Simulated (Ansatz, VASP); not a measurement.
## HgTe in VASP and in Ansatz

```
Hg Te
1.0
     0.00000    3.17449    3.25589
     3.17449    0.00000    3.25589
     3.17449    3.17449    0.00000
Hg Te
1 1
Direct
  0.00000 0.00000 0.00000
  0.75000 0.75000 0.75000
```

Change from the starting cell: strain -0.025 along x and y, +0.000 along z, atoms carried along.

Alike in both runs: task single point; functional PBEsol; k mesh 16 × 16 × 16; occupations gaussian, width 0.15 eV; no spin polarisation.

|  | VASP | Ansatz |
| --- | --- | --- |
| version | VASP 6.6.1 | Ansatz 0.2.0 |
| potentials or method | VASP PAW PBE potentials, release 64 (Hg, Te), cutoff 520 eV | scalar-relativistic, plane waves, PAW |
| valence electrons in the cell | 18 | 36 |

|  | VASP | Ansatz | Ansatz less VASP |
| --- | --- | --- | --- |
| gap on the k mesh at the Fermi level (eV) | none | none | - |
| pressure (GPa) | 2.5 | 2.4 | -0.14 |
| traceless stress, the component that is largest in VASP (GPa) | -0.25 | -0.25 | 0.000 |

VASP's potentials were made for PBE, not for PBEsol. A gap of «none» marks a metal or a gap that the smearing closes. VASP's potentials hold 18 valence electrons a cell and Ansatz's 36, so a difference there can come from the potentials and not from the codes.

Spin-orbit coupling is off throughout.
